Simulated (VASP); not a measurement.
Input of a VASP 6.6.1 run:

Contents of INCAR:

```
ALGO = Normal
EDIFF = 1E-6
ENCUT = 520
GGA = PE
ISIF = 2
ISMEAR = 0
LASPH = True
LCHARG = False
LREAL = False
LWAVE = False
NBANDS = 35
NELM = 100
PREC = Accurate
SIGMA = 0.05
```

File KPOINTS:

```
k-points
0
Gamma
  12 12 2
```

Contents of POSCAR:

```
WSe2
1.0
    3.2899984505      0.0000000000      0.0000000000
   -1.6449992252      2.8492222365      0.0000000000
    0.0000000000      0.0000000000     12.9700000000
W Se
2 4
Direct
    0.3333333333      0.6666666667      0.2500000000
    0.6666666667      0.3333333333      0.7500000000
    0.3660351897      0.5773235337      0.6210000000
    0.6666666667      0.3333333333      0.1210000000
    0.3333333333      0.6666666667      0.8790000000
    0.6666666667      0.3333333333      0.3790000000
```

Potentials or basis: VASP PAW PBE potentials, release 64 (W_sv, Se).

The run is started by

```bash
$ cat potpaw_PBE.64/W_sv/POTCAR potpaw_PBE.64/Se/POTCAR > POTCAR
$ mpirun -np 1 vasp_std > vasp.out
```

Task: Estimate the band gap on the k mesh.

Result: 0.91 eV (least direct gap 1.46 eV).

Task: What does it give for the largest force?

Result: 4.192 eV/Å.

Forces on the atoms (eV/Å):
```
W    0.014 -0.011  0.004
W    2.915 -2.283  1.609
Se  -3.010  2.238 -1.872
Se  -0.005  0.003 -0.219
Se   0.066  0.069  0.268
Se   0.020 -0.017  0.209
```

Caveat: the cell differs from its parent crystal (atom 3 (Se) moved +0.360 Å along Cartesian [1 -1 0]); spin-orbit coupling is left out, which moves the levels of the heavy elements; forces of over 1 eV/Å act on the atoms, so gaps and moduli don't describe the material at rest. A k mesh can miss the band edges.
